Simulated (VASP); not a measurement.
Input of a VASP 6.6.1 run:

Contents of INCAR:

```
SYSTEM = Rh
PREC = Accurate ; ENCUT = 520
EDIFF = 1E-7 ; ISMEAR = 0
SIGMA = 0.15 ; LREAL = .FALSE.
LASPH = .TRUE. ; NELM = 100
ALGO = Fast ; ISIF = 2
LWAVE = .FALSE. ; LCHARG = .FALSE.
GGA = PE ; NBANDS = 22
```

Contents of KPOINTS:

```
regular mesh
0
G
  18 18 12
  0 0 0
```

POSCAR

```
Rh
1.0
    0.0000000000     -1.9015500000     -1.9015500000
    0.0000000000      1.9015500000     -1.9015500000
    3.8031000000      0.0000000000      0.0000000000
Rh
2
Direct
    0.5000000000      0.5000000000      0.5394415082
    0.0000000000      0.0000000000     -0.0394415082
```

Potentials or basis: VASP PAW PBE potentials, release 64 (Rh_pv).

Run with:

```console
$ cat potpaw_PBE.64/Rh_pv/POTCAR > POTCAR
$ mpirun -np 1 vasp_std > vasp.out
```

(1) What does it give for the pressure?

(2) Estimate the largest force.

(3) Predict the band gap on the k mesh.

## Answers

(1) 19.3 GPa.

(2) 3.570 eV/Å.

(3) zero (bands 15 and 16 overlap by 1.62 eV).

Caveat: the cell differs from its parent crystal (atoms displaced along a vibrational mode); the cell stands under pressure; forces of over 1 eV/Å act on the atoms, so gaps and moduli don't describe the material at rest.
